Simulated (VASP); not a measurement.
# Be2TeS2 (P-4m2) in VASP: a series of runs

The runs below take Be2TeS2 through single point, relaxation of cell and atoms, with PBE+D3(BJ).

All numbers are computed with VASP 6.6.1; they aren't measurements. Logs are shortened: lines on timing, memory, paths and dates and some standing lists are left out, and cuts for length are marked.

## Step 1: The cell of the first run

The structure is tetragonal, space group P-4m2 (No. 115). Conventional cell: a = 3.293 Å, b = 3.293 Å, c = 9.859 Å, α = 90.00°, β = 90.00°, γ = 90.00°. Be (site symmetry -4m2) has 4 S at 2.08 Å and 4 Be at 2.33 Å within 2.8 Å. Within 2.8 Å of Be (site symmetry -4m2) lie 4 S at 2.08 Å and 4 Be at 2.33 Å. Within 4.3 Å of Te (site symmetry -4m2) lie 4 Te at 3.29 Å and 4 S at 4.01 Å. S (site symmetry 2mm) has 4 Be at 2.08 Å within 2.8 Å.

## Step 2: Single point, PBE+D3(BJ)

The input, INCAR:

```
PREC = Accurate
ENCUT = 520
EDIFF = 1E-6
ISMEAR = 0
SIGMA = 0.1
LREAL = F
LASPH = T
NELM = 100
ALGO = Normal
ISIF = 2
LWAVE = F
LCHARG = F
GGA = PE
IVDW = 12
NBANDS = 19
```

The input, KPOINTS:

```
regular mesh
0
Gamma
  12 12 4
```

The input, POSCAR:

```
Be2TeS2
1.0
    3.2930490973      0.0000000000      0.0000000000
    0.0000000000      3.2930490973      0.0000000000
    0.0000000000      0.0000000000      9.8589184955
Be Te S
2 1 2
Direct
    0.0000000000      0.0000000000      0.0000000000
    0.5000000000      0.5000000000      0.0000000000
    0.5000000000      0.5000000000      0.5000000000
    0.5000000000      0.0000000000      0.8711814135
    0.0000000000      0.5000000000      0.1288185865
```

Potentials or basis: VASP PAW PBE potentials, release 64 (Be, Te, S).

Launch:

```sh
$ cat potpaw_PBE.64/Be/POTCAR potpaw_PBE.64/Te/POTCAR potpaw_PBE.64/S/POTCAR > POTCAR
$ mpirun -np 1 vasp_std > vasp.out
```

OUTCAR:

```text
PREC = Accurate
   ENCUT = 520
   EDIFF = 1E-6
   ISMEAR = 0
   LREAL = F
   LASPH = T
   NELM = 100
   ISIF = 2
   GGA = PE
   IVDW = 12
 IVDW          = 12

 ion  position               nearest neighbor table
   1  0.000  0.000  0.000-   4 2.08   5 2.08   5 2.08   4 2.08   2 2.33   2 2.33   2 2.33   2 2.33

   2  0.500  0.500  0.000-   4 2.08   5 2.08   4 2.08   5 2.08   1 2.33   1 2.33   1 2.33   1 2.33

   3  0.500  0.500  0.500-
   4  0.500  0.000  0.871-   1 2.08   2 2.08   2 2.08   1 2.08
   5  0.000  0.500  0.129-   1 2.08   2 2.08   1 2.08   2 2.08

  LATTYP: Found a simple tetragonal cell.
 ALAT       =     3.2930490973
 C/A-ratio  =     2.9938571227

  Lattice vectors:

 A1 = (   3.2930490973,   0.0000000000,   0.0000000000)
 A2 = (   0.0000000000,   3.2930490973,   0.0000000000)
 A3 = (   0.0000000000,   0.0000000000,   9.8589184955)

Analysis of symmetry for initial positions (statically):
=====================================================================
 Subroutine PRICEL returns:
 Original cell was already a primitive cell.

 Routine SETGRP: Setting up the symmetry group for a
 simple tetragonal supercell.

 Subroutine GETGRP returns: Found  8 space group operations
 (whereof  8 operations were pure point group operations)
 out of a pool of 16 trial point group operations.

The static configuration has the point symmetry D_2d.

Analysis of symmetry for dynamics (positions and initial velocities):
=====================================================================
 Subroutine PRICEL returns:
 Original cell was already a primitive cell.

 Routine SETGRP: Setting up the symmetry group for a
 simple tetragonal supercell.

 Subroutine GETGRP returns: Found  8 space group operations
 (whereof  8 operations were pure point group operations)
 out of a pool of 16 trial point group operations.

The dynamic configuration has the point symmetry D_2d.

 Subroutine INISYM returns: Found  8 space group operations
 (whereof  8 operations are pure point group operations),
 and found     1 'primitive' translations

----------------------------------------------------------------------------------------
[... 95 lines left out ...]
   LSORBIT =      F    spin-orbit coupling
   LASPH  =      T    aspherical Exc in radial PAW
   ENCUT  =  520.0 eV  38.22 Ry    6.18 a.u.   6.12  6.12 18.33*2*pi/ulx,y,z
   NELM   =    100;   NELMIN=  2; NELMDL= -5     # of ELM steps
   EDIFF  = 0.1E-05   stopping-criterion for ELM
   LREAL  =      F    real-space projection
   EDIFFG = 0.1E-04   stopping-criterion for IOM
   NSW    =      0    number of steps for IOM
   IBRION =     -1    ionic relax: 0-MD 1-quasi-New 2-CG
   NFREE  =      0    steps in history (QN), initial steepest desc. (CG)
   ISIF   =      2    stress and relaxation
   ISYM   =      2    0-nonsym 1-usesym 2-fastsym
   POTIM  = 0.5000    time-step for ionic-motion
   TEBEG  =    0.0;   TEEND  =   0.0 temperature during run
   PSTRESS=    0.0 pullay stress
   NELECT =      22.0000    total number of electrons
   NUPDOWN=      -1.0000    fix difference up-down
   EMIN   =  10.00;   EMAX   =-10.00  energy-range for DOS
   EFERMI =   0.00;   METHOD = LEGACY
   ISMEAR =     0;   SIGMA  =   0.10  broadening in eV -4-tet -1-fermi 0-gaus
   EFERMI_NEDOS =   21; number of points for ismear=-14 and -15
   IALGO  =     38    algorithm
   IMIX   =      4    mixing-type and parameters
     AMIX     =   0.40;   BMIX     =  1.00
     AMIX_MAG =   1.60;   BMIX_MAG =  1.00
  volume/ion in A,a.u.               =      21.38       144.30
  Fermi-wavevector in a.u.,A,eV,Ry     =   0.966512  1.826442 12.709815  0.934145
  Thomas-Fermi vector in A             =   2.096320
   LORBIT       =      0    0 simple, 1 ext, 2 COOP (PROOUT), +10 PAW based schemes
   GGA     = PE    functional components
   LHFCALC =     F    Hartree Fock is set to
   AEXX    =    0.0000 exact exchange contribution
   IVDW    =    12    specifies the selected vdW correction
   LEPSILON=     F    determine dielectric tensor
   LRPA    =     F    only Hartree local field effects (RPA)
 non-spin polarized calculation
 Gauss-broadening in eV      SIGMA  =   0.10
  energy-cutoff  :      520.00
  volume of cell :      106.91
 maximum number of plane-waves:      2920
   NGX = 13   NGY = 13   NGZ = 37

 number of electron      21.9999995 magnetization

 Free energy of the ion-electron system (eV)
  ---------------------------------------------------
  ext. energy  EPLUGINS =         0.00000000
  ---------------------------------------------------
  free energy    TOTEN  =       -21.91557814 eV

  energy without entropy =      -21.91041387  energy(sigma->0) =      -21.91299601

 E-fermi :   3.3060     XC(G=0):  -8.5541

 val. band max:        3.2835922983   @ k =   0.5000   0.2500   0.0000
 cond. band min:       3.3177897360   @ k =   0.5000   0.2500   0.2500
 fundamental gap:      0.0341974377
 Fermi energy:         3.3059836148

 k-point     1 :       0.0000    0.0000    0.0000
  band No.  band energies     occupation
      1     -11.2886      2.00000
      2      -9.6551      2.00000
      3      -8.2523      2.00000
      4      -1.4505      2.00000
      5      -0.1892      2.00000
      6      -0.1892      2.00000
[... 505 lines left out ...]
      6      -1.4203      2.00000
[... 11 lines left out ...]
     18      10.2375      0.00000
     19      11.5128      0.00000

 [... further k-points ...]

------------------------ aborting loop because EDIFF is reached ----------------------------------------

 Edisp (eV)   -1.40365

 E8    (eV) :    -0.5355

  FORCE on cell =-STRESS in cart. coord.  units (eV):
  Direction    XX          YY          ZZ          XY          YZ          ZX
  --------------------------------------------------------------------------------------
  -------------------------------------------------------------------------------------
  Total      -0.06107    -0.06107    -0.01181     0.00000     0.00000     0.00000
  in kB      -0.91522    -0.91522    -0.17699     0.00000     0.00000     0.00000
  external pressure =       -0.67 kB  Pullay stress =        0.00 kB

 VOLUME and BASIS-vectors are now :
 -----------------------------------------------------------------------------
  energy-cutoff  :      520.00
  volume of cell :      106.91
      direct lattice vectors                 reciprocal lattice vectors
     3.293049097  0.000000000  0.000000000     0.303669933  0.000000000  0.000000000
     0.000000000  3.293049097  0.000000000     0.000000000  0.303669933  0.000000000
     0.000000000  0.000000000  9.858918495     0.000000000  0.000000000  0.101431004

 POSITION                                       TOTAL-FORCE (eV/Angst)
 -----------------------------------------------------------------------------------
      0.00000      0.00000      0.00000        -0.000000     -0.000000      0.000000
      1.64652      1.64652      0.00000        -0.000000     -0.000000      0.000000
      1.64652      1.64652      4.92946        -0.000000      0.000000      0.000000
      1.64652      0.00000      8.58891         0.000000     -0.000000      0.007808
      0.00000      1.64652      1.27001        -0.000000     -0.000000     -0.007808
 -----------------------------------------------------------------------------------
    total drift:                               -0.000000      0.000000      0.000000

  FREE ENERGIE OF THE ION-ELECTRON SYSTEM (eV)
  ---------------------------------------------------
  free  energy   TOTEN  =       -23.3192240608 eV

  energy  without entropy=      -23.3140597915  energy(sigma->0) =      -23.31664193
```

Wall time 66 s (1 thread of AMD EPYC 9R45 (Zen 5), shared host); peak memory 0.29 GiB.

Results:

```
Free energy                : -23.3192 eV
Pressure                   : -0.1 GPa
Largest force              : 0.008 eV/Å
Band gap on the k mesh     : zero (bands 11 and 12 overlap by 2.95 eV)
Dispersion energy per atom : -0.281 eV
```

Forces on the atoms (eV/Å):
```
Be   0.000  0.000  0.000
Be   0.000  0.000  0.000
Te   0.000  0.000  0.000
S    0.000  0.000  0.008
S    0.000  0.000 -0.008
```

Levels at points of the mesh, in eV from the Fermi level:
```csv
k point,band 7,band 8,band 9,band 10,band 11,band 12,band 13,band 14,band 15,band 16
"(0.00, 0.00, 0.00)",-2.92,-1.00,-0.64,-0.64,2.30,2.30,2.95,4.61,4.77,5.07
"(0.50, 0.00, 0.00)",-2.60,-2.51,-1.60,-1.60,-0.56,3.43,4.37,5.41,5.49,5.99
"(0.50, 0.50, 0.00)",-4.08,-3.66,-3.66,-2.65,-2.65,0.73,3.52,3.52,4.03,5.51
"(0.00, 0.00, 0.50)",-2.11,-1.78,-0.64,-0.64,2.30,2.30,2.90,4.61,4.78,6.07
"(0.50, 0.00, 0.50)",-2.73,-2.57,-1.60,-1.60,-0.36,3.43,5.11,5.20,5.34,5.59
"(0.50, 0.50, 0.50)",-4.08,-3.67,-3.67,-2.63,-2.63,0.68,3.43,3.43,4.14,5.52
```

Caveat: spin-orbit coupling is left out, which moves the levels of the heavy elements.

[end of part 1 of 4]

The gap in the log of VASP goes by the Fermi energy; the results here count the filled bands.